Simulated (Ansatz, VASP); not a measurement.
ZnCu: VASP beside Ansatz

```xyz
2
Lattice="2.9652 0.0000 0.0000 0.0000 2.9652 0.0000 0.0000 0.0000 2.9652" Properties=species:S:1:pos:R:3 pbc="T T T"
Zn    1.4826    1.4826    1.4826
Cu    0.0000    0.0000    0.0000
```

Alike in both runs: task single point; functional HSE06; k mesh 8 × 8 × 8; occupations gaussian, width 0.05 eV; no spin polarisation.

|  | VASP | Ansatz |
| --- | --- | --- |
| version | VASP 6.6.1 | Ansatz 0.2.0 |
| potentials or method | VASP PAW PBE potentials, release 64 (Zn, Cu), cutoff 520 eV | scalar-relativistic, plane waves, PAW |
| valence electrons in the cell | 23 | 31 |

```tsv
	VASP	Ansatz	Ansatz less VASP
gap on the k mesh at the Fermi level (eV)	none	none	-
pressure (GPa)	0.5	0.2	-0.28
```

A gap of «none» marks a metal or a gap that the smearing closes. VASP's potentials hold 23 valence electrons a cell and Ansatz's 31, so a difference there can come from the potentials and not from the codes. Ansatz's warnings: filled band counts differ across k points, stress exchange threshold loose, stress scf threshold loose.
